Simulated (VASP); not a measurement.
Input of a VASP 6.6.1 run:

The input INCAR:

```
ALGO = Normal
EDIFF = 1E-6
ENCUT = 520
GGA = RP
ISIF = 2
ISMEAR = -1
LASPH = True
LCHARG = True
LELF = True
LREAL = False
LVHAR = True
LWAVE = False
NBANDS = 7
NELM = 80
PREC = Accurate
SIGMA = 0.1
```

Contents of KPOINTS:

```
k-points
0
Gamma
  12 12 12
```

Contents of POSCAR:

```
Mg
1.0
    2.9706340662      0.0000000000      0.0000000000
    0.0000000000      2.9706340662      0.0000000000
    0.0000000000      0.0000000000      2.9706340662
Mg
1
Direct
    0.0000000000      0.0000000000      0.0000000000
```

Potentials or basis: VASP PAW PBE potentials, release 64 (Mg).

Launch:

```bash
$ cat potpaw_PBE.64/Mg/POTCAR > POTCAR
$ mpirun -np 1 vasp_std > vasp.out
```

Question: Predict the band gap on the k mesh.

Answer: Zero (band 1 reaches 6.78 eV, above the bottom of band 2 at -0.03 eV).

Question: Estimate the pressure.

Answer: 2.1 GPa.

Caveat: the PAW data sets were made with another functional, which shifts forces and pressure a little.
